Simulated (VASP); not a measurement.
Crystal: CeZn.

```
Ce Zn
1.0
     3.70000    0.00000    0.00000
     0.00000    3.70000    0.00000
     0.00000    0.00000    3.70000
Ce Zn
1 1
Direct
  0.50000 0.50000 0.50000
  0.00000 0.00000 0.00000
```

```yaml
Program: VASP 6.6.1
Task: relaxation of cell and atoms
Functional: LDA
Potentials_or_basis: VASP PAW LDA potentials, release 64 (Ce, Zn)
Cutoff: 600 eV
k_mesh: 9 × 9 × 9
Occupations: fermi-dirac, width 0.05 eV
Spin: collinear spin, ferromagnetic start
Starting_moments: "[1.0, 0.0] μB"
```

At the start: pressure -7.2 GPa; volume 25.33 Å³/atom.

Where does the relaxation end?

Over 3 steps the energy falls by 98.8 meV/atom and the volume is 21.59 Å³/atom (-14.7 %); space group Pm-3m (No. 221, to 0.1 Å) before and after; moment 0.00 μB per cell.

Step by step:
| step | energy change (eV) | largest force (eV/Å) | pressure (GPa) | volume (Å³) |
| --- | --- | --- | --- | --- |
| 1 | 0.0000 | 0.0000 | -7.19 | 50.65 |
| 2 | -0.1967 | 0.0000 | 0.69 | 42.77 |
| 3 | -0.1976 | 0.0000 | 0.01 | 43.18 |

Final structure:
```
Ce Zn
1.0
     3.50836    0.00000    0.00000
     0.00000    3.50836    0.00000
     0.00000    0.00000    3.50836
Ce Zn
1 1
Direct
  0.50000 0.50000 0.50000
  0.00000 0.00000 0.00000
```

Caveat: the magnetic or orbital state may not be the lowest; the moments typed at the start vanished in this run; semilocal functionals describe open f shells poorly, which spoils levels, moments and volumes.
